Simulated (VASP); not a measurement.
Set up this calculation in VASP 6.6.1, as the native input.

```yaml
Task: single point
Functional: PBE
Potentials_or_basis: VASP PAW PBE potentials, release 64 (As)
Cutoff: 520 eV
k_mesh: 15 × 15 × 20
Occupations: gaussian, width 0.1 eV
Spin: no spin polarisation
Dipole_correction: no
Further_INCAR_settings: ALGO = Normal; EDIFF = 1e-07; NBANDS = 12
```

The structure of As lies in POSCAR:

```
As
1.0
    4.5663961417      0.0000000000      0.0000000000
   -2.2831980708      3.9546150624      0.0000000000
    0.0000000000      0.0000000000      2.8337360978
As
2
Direct
    0.3333333333      0.6666666667      0.0000000000
    0.6666666667      0.3333333333      0.0000000000
```

One way to write it, as run:

INCAR

```
SYSTEM = As
PREC = Accurate
ENCUT = 520
EDIFF = 1E-7
ISMEAR = 0
SIGMA = 0.1
LREAL = .FALSE.
LASPH = .TRUE.
NELM = 100
ALGO = Normal
ISIF = 2
LWAVE = .FALSE.
LCHARG = .FALSE.
GGA = PE
NBANDS = 12
```

KPOINTS

```
regular mesh
0
G
  15 15 20
  0 0 0
```

Potentials or basis: VASP PAW PBE potentials, release 64 (As).

Launch:

```bash
$ cat potpaw_PBE.64/As/POTCAR > POTCAR
$ mpirun -np 1 vasp_std > vasp.out
```

Results of the run:

* Pressure: 0.1 GPa
* Band gap on the k mesh: zero (band 5 reaches 6.10 eV, above the bottom of band 6 at 2.04 eV)

Run time: 57 s on 1 thread of Intel(R) Xeon(R) 6975P-C (Granite Rapids) (shared host), peak memory 0.29 GiB.
